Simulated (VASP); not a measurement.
Sb3Se:

```
CELL_PARAMETERS angstrom
2.08618 -2.64625 0.00000
2.08618 2.64625 0.00000
0.00000 0.00000 11.21875
ATOMIC_POSITIONS crystal
Sb 0.50000 0.50000 0.75190
Sb 0.00000 0.00000 0.50000
Sb 0.50000 0.50000 0.24810
Se 0.00000 0.00000 0.00000
```

The cell was built from a structure type or drawn by symmetry, and may not be a known phase.

- Program: VASP 6.6.1
- Task: relaxation of cell and atoms
- Functional: PBE
- Potentials or basis: VASP PAW PBE potentials, release 64 (Sb, Se)
- Cutoff: 600 eV
- k mesh: 6 × 6 × 2
- Occupations: gaussian, width 0.1 eV
- Spin: no spin polarisation

At the start: pressure -7.4 GPa; volume 30.97 Å³/atom.

Task: Where does the relaxation end?

Result: Over 19 steps the energy falls by 188.1 meV/atom and the volume is 25.99 Å³/atom (-16.1 %); space group Cmmm (No. 65, to 0.1 Å) before and after.

The path:
| step | energy change (eV) | largest force (eV/Å) | pressure (GPa) | volume (Å³) |
| --- | --- | --- | --- | --- |
| 1 | 0.0000 | 0.1137 | -7.39 | 123.87 |
| 2 | -0.5579 | 0.3535 | 2.24 | 99.98 |
| 3 | -0.5776 | 0.3124 | 0.22 | 103.05 |
| 4 | -0.5774 | 0.3072 | -0.02 | 103.44 |
| 5 | -0.6051 | 0.2987 | -0.02 | 103.20 |
| 6 | -0.6637 | 0.3463 | 0.37 | 102.54 |
| 7 | -0.6969 | 0.1615 | 1.57 | 100.75 |
| 8 | -0.7162 | 0.0599 | 0.44 | 102.89 |
| 9 | -0.7179 | 0.0253 | 0.02 | 103.80 |
| 10 | -0.7308 | 0.0081 | -0.21 | 103.98 |
| 11 | -0.7421 | 0.0246 | -0.50 | 104.21 |
| 12 | -0.7401 | 0.1110 | -0.61 | 104.60 |
| 13 | -0.7442 | 0.0746 | -0.65 | 104.42 |
| 14 | -0.7443 | 0.0523 | -0.61 | 104.33 |
| 15 | -0.7480 | 0.0296 | 0.30 | 102.86 |
| 16 | -0.7481 | 0.0328 | 0.21 | 103.00 |
| 17 | -0.7502 | 0.0050 | 0.31 | 102.98 |
| 18 | -0.7512 | 0.0243 | 0.43 | 102.96 |
| 19 | -0.7524 | 0.0080 | -0.11 | 103.96 |

Final structure:
```cif
data_structure
_symmetry_space_group_name_H-M 'P 1'
_symmetry_Int_Tables_number 1
_cell_length_a 3.4063
_cell_length_b 3.4063
_cell_length_c 9.8911
_cell_angle_alpha 90.000
_cell_angle_beta 90.000
_cell_angle_gamma 115.062
_cell_volume 103.96
loop_
_atom_site_label
_atom_site_type_symbol
_atom_site_fract_x
_atom_site_fract_y
_atom_site_fract_z
_atom_site_occupancy
Sb1 Sb 0.50000 0.50000 0.76819 1
Sb2 Sb 0.00000 0.00000 0.50000 1
Sb3 Sb 0.50000 0.50000 0.23181 1
Se1 Se 0.00000 0.00000 0.00000 1
```

Caveat: the volume moved by over 15 % at a fixed basis, so the end points are rough; the highest band is partly filled, so the run has too few bands.
